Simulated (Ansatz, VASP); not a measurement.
PbI2: VASP beside Ansatz

```
CELL_PARAMETERS angstrom
4.54519 0.00000 0.00000
-2.27260 3.93625 0.00000
0.00000 0.00000 7.06529
ATOMIC_POSITIONS crystal
Pb 0.00000 0.00000 0.00000
I 0.33333 0.66667 0.26325
I 0.66667 0.33333 0.73675
```

Alike in both runs: task single point; functional PBEsol; k mesh 6 × 6 × 4; no spin polarisation.

|  | VASP | Ansatz |
| --- | --- | --- |
| version | VASP 6.6.1 | Ansatz 0.2.0 |
| potentials or method | VASP PAW PBE potentials, release 64 (Pb_d, I), cutoff 500 eV | all-electron LAPW, scalar-relativistic |
| occupations | gaussian, width 0.01 eV | fixed |

```csv
,VASP,Ansatz,Ansatz less VASP
gap on the k mesh at the Fermi level (eV),2.15,2.15,0.000
pressure (GPa),0.0,0.0,+0.01
```

VASP's potentials were made for PBE, not for PBEsol. Ansatz ran all-electron here, and VASP with PAW potentials.

Spin-orbit coupling is off throughout.
